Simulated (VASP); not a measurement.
A run of VASP 6.6.1 is set up as follows.

File INCAR:

```
PREC = Accurate
ENCUT = 520
EDIFF = 1E-6
ISMEAR = -1
SIGMA = 0.05
LREAL = False
LASPH = True
NELM = 150
ALGO = Normal
ISIF = 2
LWAVE = False
LCHARG = True
ISPIN = 2
MAGMOM = 1.5 1.5 1.5 0
LORBIT = 11
NUPDOWN = 4.5
LMAXMIX = 4
GGA = PE
LELF = True
LVHAR = True
NBANDS = 29
```

KPOINTS

```
regular mesh
0
Gamma
  6 6 6
```

Contents of POSCAR:

```
SiNi3
1.0
    3.5420000000      0.0000000000      0.0000000000
    0.0000000000      3.5420000000      0.0000000000
    0.0000000000      0.0000000000      3.5420000000
Ni Si
3 1
Direct
    0.5000000000      0.5000000000      0.0000000000
    0.5000000000      0.0000000000      0.5000000000
    0.0000000000      0.5000000000      0.5000000000
    0.0000000000      0.0000000000      0.0000000000
```

Potentials or basis: VASP PAW PBE potentials, release 64 (Ni, Si).

Launch:

```bash
$ cat potpaw_PBE.64/Ni/POTCAR potpaw_PBE.64/Si/POTCAR > POTCAR
$ mpirun -np 1 vasp_std > vasp.out
```

Question: What does it give for the pressure?

Answer: 12.3 GPa.

Caveat: the cell stands under pressure; the total moment is fixed, so each spin has its own Fermi level.
